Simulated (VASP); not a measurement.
# AgCl in VASP: further runs

The runs below take AgCl through single point, with PBE.

Program: VASP 6.6.1. These are calculated values, not measurements. Logs are shortened: lines on timing, memory, paths and dates and some standing lists are left out, and cuts for length are marked.

### Step 1. The cell of the first run

Symmetry: Amm2, No. 38, orthorhombic system. The conventional cell has a = 3.924 Å, b = 3.742 Å, c = 11.113 Å, α = 90.00°, β = 90.00°, γ = 90.00°. Within 4.0 Å of Ag (site symmetry mm2) lie 7 Cl at 2.73 to 3.28 Å and 6 Ag at 3.06 to 3.92 Å. Within 4.0 Å of Ag (site symmetry mm2) lie 7 Cl at 2.73 to 3.24 Å and 6 Ag at 3.06 to 3.92 Å. Within 4.0 Å of Cl (site symmetry mm2) lie 7 Ag at 2.73 to 3.24 Å and 10 Cl at 3.58 to 3.92 Å. Cl (site symmetry mm2) has 7 Ag at 2.73 to 3.28 Å and 10 Cl at 3.58 to 3.92 Å within 4.0 Å.

### Step 2. Single point, PBE

The input, INCAR:

```
SYSTEM = AgCl
PREC = Accurate ; ENCUT = 520
EDIFF = 1E-6 ; ISMEAR = 0
SIGMA = 0.05 ; LREAL = .False.
LASPH = .True. ; NELM = 100
ALGO = Normal ; ISIF = 2
LWAVE = .False. ; LCHARG = .True.
GGA = PE ; LELF = .True.
LVHAR = .True. ; NBANDS = 26
```

The input, KPOINTS:

```
regular mesh
0
Gamma
  8 8 8
  0 0 0
```

The input, POSCAR:

```
AgCl
1.0
    3.7418194060      0.0000000000      0.0000000000
    0.0000000000      0.0000000000     -3.9240373500
   -1.8709097030      5.5565952358      0.0000000000
Ag Cl
2 2
Direct
    0.6079437580      0.2500000000      0.2158875160
    0.3965554000      0.7500000000      0.7931108000
    0.1345512700      0.7500000000      0.2691025400
    0.8654487300      0.2500000000      0.7308974600
```

Potentials or basis: VASP PAW PBE potentials, release 64 (Ag, Cl).

On the command line:

```console
$ cat potpaw_PBE.64/Ag/POTCAR potpaw_PBE.64/Cl/POTCAR > POTCAR
$ mpirun -np 1 vasp_std > vasp.out
```

OUTCAR:

```text
SYSTEM = AgCl
   PREC = Accurate
   ENCUT = 520
   EDIFF = 1E-6
   ISMEAR = 0
   LREAL = .False.
   LASPH = .True.
   NELM = 100
   ISIF = 2
   GGA = PE

 ion  position               nearest neighbor table
   1  0.608  0.250  0.216-   3 2.73   3 2.73   3 2.73   3 2.73   4 2.86   2 3.06   2 3.06
   2  0.397  0.750  0.793-   4 2.73   4 2.73   4 2.73   4 2.73   3 2.91   1 3.06   1 3.06
   3  0.135  0.750  0.269-   1 2.73   1 2.73   1 2.73   1 2.73   2 2.91
   4  0.865  0.250  0.731-   2 2.73   2 2.73   2 2.73   2 2.73   1 2.86

  LATTYP: Found a base centered orthorhombic cell.
 ALAT       =     3.7418194060
 B/A-ratio  =     2.9699964819
 C/A-ratio  =     1.0486976853

  Lattice vectors:

 A1 = (  -1.8709097030,  -5.5565952358,   0.0000000000)
 A2 = (  -1.8709097030,   5.5565952358,   0.0000000000)
 A3 = (   0.0000000000,   0.0000000000,  -3.9240373500)

Analysis of symmetry for initial positions (statically):
=====================================================================
 Subroutine PRICEL returns:
 Original cell was already a primitive cell.

 Routine SETGRP: Setting up the symmetry group for a
 base centered orthorhombic supercell.

 Subroutine GETGRP returns: Found  4 space group operations
 (whereof  2 operations were pure point group operations)
 out of a pool of  8 trial point group operations.

The static configuration has the point symmetry C_1h.
 The point group associated with its full space group is C_2v.

Analysis of symmetry for dynamics (positions and initial velocities):
=====================================================================
 Subroutine PRICEL returns:
 Original cell was already a primitive cell.

 Routine SETGRP: Setting up the symmetry group for a
 base centered orthorhombic supercell.

 Subroutine GETGRP returns: Found  4 space group operations
 (whereof  2 operations were pure point group operations)
 out of a pool of  8 trial point group operations.

The dynamic configuration has the point symmetry C_1h.
 The point group associated with its full space group is C_2v.

 Subroutine INISYM returns: Found  4 space group operations
 (whereof  2 operations are pure point group operations),
 and found     1 'primitive' translations

----------------------------------------------------------------------------------------

                                     Primitive cell

  volume of cell :      81.5877

  direct lattice vectors                    reciprocal lattice vectors
     3.741819406  0.000000000  0.000000000     0.267249670  0.089983160  0.000000000
     0.000000000  0.000000000 -3.924037350     0.000000000  0.000000000 -0.254839572
    -1.870909703  5.556595236  0.000000000     0.000000000  0.179966321  0.000000000

  length of vectors
     3.741819406  3.924037350  5.863109562     0.281991764  0.254839572  0.179966321

  position of ions in fractional coordinates (direct lattice)
     0.607943758  0.250000000  0.215887516
     0.396555400  0.750000000  0.793110800
     0.134551270  0.750000000  0.269102540
     0.865448730  0.250000000  0.730897460

  ion indices of the primitive-cell ions
   primitive index   ion index
                 1           1
                 2           2
                 3           3
                 4           4

----------------------------------------------------------------------------------------

 KPOINTS: regular mesh

Automatic generation of k-mesh.
 Grid dimensions read from file:
 generate k-points for:    8    8    8

 Generating k-lattice:

  Cartesian coordinates                     Fractional coordinates (reciprocal lattice)
     0.033406209  0.011247895  0.000000000     0.125000000  0.000000000  0.000000000
     0.000000000  0.000000000 -0.031854947     0.000000000  0.125000000  0.000000000
     0.000000000  0.022495790  0.000000000     0.000000000  0.000000000  0.125000000

  Length of vectors
     0.035248971  0.031854947  0.022495790

  Shift w.r.t. Gamma in fractional coordinates (k-lattice)
     0.000000000  0.000000000  0.000000000

 Subroutine IBZKPT returns following result:
 ===========================================

 Found    105 irreducible k-points:

 Following reciprocal coordinates:
            Coordinates               Weight
  0.000000  0.000000  0.000000      1.000000
  0.125000  0.000000  0.000000      4.000000
  0.250000  0.000000  0.000000      4.000000
  0.375000  0.000000  0.000000      4.000000
  0.500000  0.000000  0.000000      2.000000
  0.000000  0.125000  0.000000      2.000000
[... 16 lines left out ...]
  0.250000  0.500000  0.000000      4.000000
  0.375000  0.500000  0.000000      4.000000
 [... further k-points ...]
   k-points           NKPTS =    105   k-points in BZ     NKDIM =    105   number of bands    NBANDS=     26
   number of dos      NEDOS =    301   number of ions     NIONS =      4
   total plane-waves  NPLWV =  40320
   dimension x,y,z NGX =    28 NGY =   30 NGZ =   48
   dimension x,y,z NGXF=    56 NGYF=   60 NGZF=   96
   ions per type =               2   2
   NGX,Y,Z   is equivalent  to a cutoff of  12.44, 12.71, 13.61 a.u.
   NGXF,Y,Z  is equivalent  to a cutoff of  24.88, 25.42, 27.22 a.u.
 SYSTEM =  AgCl
   PREC   = accura    normal or accurate (medium, high low for compatibility)
   ISTART =      0    job   : 0-new  1-cont  2-samecut
   ICHARG =      2    charge: 1-file 2-atom 10-const
   ISPIN  =      1    spin polarized calculation?
   LNONCOLLINEAR =      F non collinear calculations
   LSORBIT =      F    spin-orbit coupling
   LASPH  =      T    aspherical Exc in radial PAW
   ENCUT  =  520.0 eV  38.22 Ry    6.18 a.u.   6.96  7.30 10.90*2*pi/ulx,y,z
   NELM   =    100;   NELMIN=  2; NELMDL= -5     # of ELM steps
   EDIFF  = 0.1E-05   stopping-criterion for ELM
   LREAL  =      F    real-space projection
   EDIFFG = 0.1E-04   stopping-criterion for IOM
   NSW    =      0    number of steps for IOM
   IBRION =     -1    ionic relax: 0-MD 1-quasi-New 2-CG
   NFREE  =      0    steps in history (QN), initial steepest desc. (CG)
   ISIF   =      2    stress and relaxation
   ISYM   =      2    0-nonsym 1-usesym 2-fastsym
   POTIM  = 0.5000    time-step for ionic-motion
   TEBEG  =    0.0;   TEEND  =   0.0 temperature during run
   PSTRESS=    0.0 pullay stress
   NELECT =      36.0000    total number of electrons
   NUPDOWN=      -1.0000    fix difference up-down
   EMIN   =  10.00;   EMAX   =-10.00  energy-range for DOS
   EFERMI =   0.00;   METHOD = LEGACY
   ISMEAR =     0;   SIGMA  =   0.05  broadening in eV -4-tet -1-fermi 0-gaus
   EFERMI_NEDOS =   21; number of points for ismear=-14 and -15
   IALGO  =     38    algorithm
   IMIX   =      4    mixing-type and parameters
     AMIX     =   0.40;   BMIX     =  1.00
     AMIX_MAG =   1.60;   BMIX_MAG =  1.00
  volume/ion in A,a.u.               =      20.40       137.65
  Fermi-wavevector in a.u.,A,eV,Ry     =   1.246333  2.355228 21.134554  1.553346
  Thomas-Fermi vector in A             =   2.380515
   LORBIT       =      0    0 simple, 1 ext, 2 COOP (PROOUT), +10 PAW based schemes
   GGA     = PE    functional components
   LHFCALC =     F    Hartree Fock is set to
   AEXX    =    0.0000 exact exchange contribution
   IVDW    =     0    specifies the selected vdW correction
   LEPSILON=     F    determine dielectric tensor
   LRPA    =     F    only Hartree local field effects (RPA)
 non-spin polarized calculation
 Gauss-broadening in eV      SIGMA  =   0.05
  energy-cutoff  :      520.00
  volume of cell :       81.59
 maximum number of plane-waves:      2225
   NGX = 13   NGY = 15   NGZ = 21

 number of electron      35.9999998 magnetization

 Free energy of the ion-electron system (eV)
  ---------------------------------------------------
  ext. energy  EPLUGINS =         0.00000000
  ---------------------------------------------------
  free energy    TOTEN  =       -10.64678761 eV

  energy without entropy =      -10.64678761  energy(sigma->0) =      -10.64678761

 E-fermi :   4.5017     XC(G=0): -10.2533

 val. band max:        4.2964702759   @ k =   0.5000   0.0000   0.2500
 cond. band min:       4.7355570224   @ k =   0.0000   0.0000   0.0000
 fundamental gap:      0.4390867465
 Fermi energy:         4.5016672365

 k-point     1 :       0.0000    0.0000    0.0000
  band No.  band energies     occupation
      1     -10.9252      2.00000
      2     -10.3218      2.00000
      3      -0.2694      2.00000
      4       0.8210      2.00000
      5       1.0241      2.00000
      6       1.1711      2.00000
[... 18 lines left out ...]
     25      14.4613      0.00000
     26      15.2995      0.00000

 k-point     2 :       0.1250    0.0000    0.0000
  band No.  band energies     occupation
      1     -10.8703      2.00000
      2     -10.3047      2.00000
      3      -0.2664      2.00000
      4       0.4654      2.00000
      5       0.5218      2.00000
      6       0.7994      2.00000
[... 18 lines left out ...]
     25      14.7819      0.00000
     26      15.3109      0.00000

 k-point     3 :       0.2500    0.0000    0.0000
  band No.  band energies     occupation
      1     -10.7275      2.00000
      2     -10.2680      2.00000
      3      -0.2920      2.00000
      4      -0.2561      2.00000
      5      -0.0108      2.00000
      6       0.0798      2.00000
[... 18 lines left out ...]
     25      14.4539      0.00000
     26      15.3858      0.00000

 k-point     4 :       0.3750    0.0000    0.0000
  band No.  band energies     occupation
      1     -10.5616      2.00000
      2     -10.2457      2.00000
      3      -0.9146      2.00000
      4      -0.6687      2.00000
      5      -0.2063      2.00000
      6      -0.1526      2.00000
[... 18 lines left out ...]
     25      13.6450      0.00000
     26      15.3773      0.00000
[... 496 lines left out ...]
      1     -10.4248      2.00000
      2     -10.4150      2.00000
      3      -0.6133      2.00000
      4      -0.5848      2.00000
      5      -0.0157      2.00000
      6       0.0065      2.00000
[... 18 lines left out ...]
     25      12.7816      0.00000
     26      12.7847      0.00000

 k-point    23 :       0.2500    0.5000    0.0000
  band No.  band energies     occupation
      1     -10.3867      2.00000
      2     -10.3760      2.00000
      3      -0.4206      2.00000
      4      -0.4147      2.00000
      5       0.0783      2.00000
      6       0.0855      2.00000
[... 18 lines left out ...]
     25      13.1765      0.00000
     26      13.1936      0.00000

 k-point    24 :       0.3750    0.5000    0.0000
  band No.  band energies     occupation
      1     -10.3481      2.00000
      2     -10.3364      2.00000
      3      -0.2823      2.00000
      4      -0.2781      2.00000
      5       0.3827      2.00000
      6       0.4022      2.00000
[... 18 lines left out ...]
     25      13.4288      0.00000
     26      13.4663      0.00000

 [... further k-points ...]
[... 5 lines left out ...]
  --------------------------------------------------------------------------------------
  -------------------------------------------------------------------------------------
  Total        0.8199410      0.8744046      0.7856957      0.0000000      0.0000000      0.0000000
  in kB       16.1015781     17.1711070     15.4290879      0.0000000      0.0000000      0.0000000
  external PRESSURE =      16.2339243 kB  Pullay stress =       0.0000000 kB

 VOLUME and BASIS-vectors are now :
 -----------------------------------------------------------------------------
  energy-cutoff  :      520.00
  volume of cell :       81.59
      direct lattice vectors                 reciprocal lattice vectors
     3.741819406  0.000000000  0.000000000     0.267249670  0.089983160  0.000000000
     0.000000000  0.000000000 -3.924037350     0.000000000  0.000000000 -0.254839572
    -1.870909703  5.556595236  0.000000000     0.000000000  0.179966321  0.000000000

 POSITION                                       TOTAL-FORCE (eV/Angst)
 -----------------------------------------------------------------------------------
      1.87091      1.19960     -0.98101        -0.000000     -0.031990      0.000000
     -0.00000      4.40700     -2.94303        -0.000000      0.023048      0.000000
      0.00000      1.49529     -2.94303        -0.000000     -0.010223      0.000000
      1.87091      4.06130     -0.98101         0.000000      0.019165      0.000000
 -----------------------------------------------------------------------------------
    total drift:                               -0.000018      0.000005      0.000000

  FREE ENERGIE OF THE ION-ELECTRON SYSTEM (eV)
  ---------------------------------------------------
  free  energy   TOTEN  =       -10.6467876087 eV

  energy  without entropy=      -10.6467876087  energy(sigma->0) =      -10.64678761
```

Wall time 4.7 min (1 thread of Intel Xeon 8259CL, shared host); peak memory 0.32 GiB.

What came out:

| Quantity | Value |
| --- | --- |
| Free energy | -10.6468 eV |
| Pressure | 1.6 GPa |
| Largest force | 0.032 eV/Å |
| Band gap on the k mesh | 0.44 eV (least direct gap 2.00 eV) |

Forces on the atoms (eV/Å):
```
Ag   0.000 -0.032  0.000
Ag   0.000  0.023  0.000
Cl   0.000 -0.010  0.000
Cl   0.000  0.019  0.000
```

Stress tensor (GPa, compression positive):
```
1.61 0.00 0.00
0.00 1.72 0.00
0.00 0.00 1.54
```

Levels at points of the mesh, in eV from the valence-band top:
```csv
k point,band 16,band 17,band 18,band 19,band 20,band 21
"(0.00, 0.00, 0.00)",-1.85,-1.76,-1.56,0.44,3.09,7.68
"(0.50, 0.00, 0.00)",-1.03,-0.08,-0.01,3.14,5.14,5.75
"(0.00, 0.50, 0.00)",-1.30,-0.14,-0.10,4.35,4.37,6.68
"(0.50, 0.50, 0.00)",-2.08,-1.54,-1.54,2.78,2.79,7.36
"(0.00, 0.00, 0.50)",-1.76,-1.66,-1.55,2.02,3.60,6.39
"(0.00, 0.50, 0.50)",-0.74,-0.18,-0.15,3.63,3.66,6.75
```

Caveat: semilocal functionals underestimate gaps, and a narrow one can read as zero.

[end of part 1 of 2]
